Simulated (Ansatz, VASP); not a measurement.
**AlN: VASP beside Ansatz**

INCAR

```
PREC = Accurate
ENCUT = 600
EDIFF = 1E-6
ISMEAR = 0
SIGMA = 0.05
LREAL = F
LASPH = T
NELM = 80
ALGO = Normal
ISIF = 3
LWAVE = F
LCHARG = F
GGA = PE
IBRION = 2
NSW = 100
EDIFFG = -0.01
```

KPOINTS

```
Automatic mesh
0
Gamma
  10 10 10
```

File POSCAR:

```
AlN
1.0
    0.0000000000      2.0352630592      2.0352630592
    2.0352630592      0.0000000000      2.0352630592
    2.0352630592      2.0352630592      0.0000000000
Al N
1 1
Direct
    0.5615461473      0.4789975800      0.4935274801
   -0.0615461473      0.0210024200      0.0064725199
```

Input for Ansatz:

```yaml
crystal:
  lattice:
    - [0.0, 2.0352630592, 2.0352630592]
    - [2.0352630592, 0.0, 2.0352630592]
    - [2.0352630592, 2.0352630592, 0.0]
  atoms:
    - { symbol: Al, position: [0.5615461473, 0.47899758, 0.4935274801] }
    - { symbol: "N", position: [-0.0615461473, 0.02100242, 0.0064725199] }
basis:
  ecutwfc: 420
kpoints:
  mp_grid: { grid: [10, 10, 10] }
hamiltonian:
  xc: pbe
scf:
  occupations: { method: gaussian, width: 0.05 }
output:
  forces: true
  stress: true
  eigenvalues: true
relax:
  adjacent_minimum: "off"
  f_tol: 0.01
  max_steps: 80
  cell: { stress_tol: 0.1 }
```

Change from the starting cell: atom 2 moved 0.30 Å; relaxed back.

Alike in both runs: task relaxation of cell and atoms; functional PBE; k mesh 10 × 10 × 10; occupations gaussian, width 0.05 eV; no spin polarisation.

|  | VASP | Ansatz |
| --- | --- | --- |
| version | VASP 6.6.1 | Ansatz 0.2.0 |
| potentials or method | VASP PAW PBE potentials, release 64 (Al, N), cutoff 600 eV | scalar-relativistic, plane waves, PAW |
| valence electrons in the cell | 8 | 8 |

|  | VASP | Ansatz | Ansatz less VASP |
| --- | --- | --- | --- |
| gap on the k mesh at the Fermi level, each at its own relaxed structure (eV) | 4.42 | 4.44 | +0.012 |
| relaxed volume (Å³/atom) | 8.42 | 8.43 | +0.011 |
| relaxed cell length with the largest relative difference (Å) | 2.877 | 2.878 | +0.0018 |
